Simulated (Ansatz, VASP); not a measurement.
# Na in VASP and in Ansatz

```xyz
2
Lattice="3.7315 0.0000 0.0000 -1.8658 3.2316 0.0000 0.0000 0.0000 5.9800" Properties=species:S:1:pos:R:3 pbc="T T T"
Na    0.0000    2.1544    1.4950
Na    1.8658    1.0772    4.4850
```

Alike in both runs: task relaxation of cell and atoms; functional PBEsol; k mesh 12 × 12 × 8; occupations gaussian, width 0.1 eV; no spin polarisation.

|  | VASP | Ansatz |
| --- | --- | --- |
| version | VASP 6.6.1 | Ansatz 0.2.0 |
| potentials or method | VASP PAW PBE potentials, release 64 (Na_pv), cutoff 600 eV | scalar-relativistic, plane waves, PAW |
| valence electrons in the cell | 14 | 18 |

Ansatz gave:

| Property | Result |
| --- | --- |
| gap on the k mesh at the Fermi level, each at its own relaxed structure (eV) | none |
| relaxed volume (Å³/atom) | 36.38 |
| relaxed cell length with the largest relative difference (Å) | 6.042 |

Q: Estimate VASP's values.

A: gap on the k mesh at the Fermi level, each at its own relaxed structure (eV): none; relaxed volume (Å³/atom): 36.33; relaxed cell length with the largest relative difference (Å): 6.020.

VASP's potentials were made for PBE, not for PBEsol. A gap of «none» marks a metal or a gap that the smearing closes. VASP's potentials hold 14 valence electrons a cell and Ansatz's 18, so a difference there can come from the potentials and not from the codes.
